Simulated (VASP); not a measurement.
Here is a VASP 6.6.1 calculation.

INCAR

```
SYSTEM = AlN
ALGO     = Normal         ! electronic algorithm
EDIFF    = 1E-7           ! SCF threshold, eV
ENCUT    = 520            ! plane-wave cutoff, eV
GGA      = PS             ! functional
ISIF     = 2              ! what is computed and relaxed
ISMEAR   = 0              ! smearing method
LASPH    = .True.         ! aspherical terms in the spheres
LCHARG   = .True.         ! write CHGCAR
LELF     = .True.         ! ELF
LREAL    = .False.        ! projectors in reciprocal space
LVHAR    = .True.       
LWAVE    = .False.        ! write WAVECAR
NBANDS   = 16             ! bands
NELM     = 60             ! most SCF steps
PREC     = Accurate       ! precision mode
SIGMA    = 0.05           ! smearing width, eV
```

File KPOINTS:

```
k-points
0
Gamma
  9 9 6
  0 0 0
```

File POSCAR:

```
AlN
1.0
    3.3015780391      0.0000000000      0.0000000000
   -1.6507890196      2.8592504545      0.0000000000
    0.0000000000      0.0000000000      4.1826000000
Al N
2 2
Direct
    0.3333333333      0.6666666667      0.7500000000
    0.6666666667      0.3333333333      0.2500000000
    0.3333333333      0.6666666667      0.2500000000
    0.6666666667      0.3333333333      0.7500000000
```

Potentials or basis: VASP PAW PBE potentials, release 64 (Al, N).

The run is started by

```bash
$ cat potpaw_PBE.64/Al/POTCAR potpaw_PBE.64/N/POTCAR > POTCAR
$ mpirun -np 1 vasp_std > vasp.out
```

Estimate the pressure.

-1.9 GPa.

Predict the band gap on the k mesh.

3.24 eV, direct.

Stress tensor (GPa, compression positive):
```
-1.38  0.00  0.00
 0.00 -1.38  0.00
 0.00  0.00 -2.99
```

Caveat: the PAW data sets were made with another functional, which shifts forces and pressure a little.
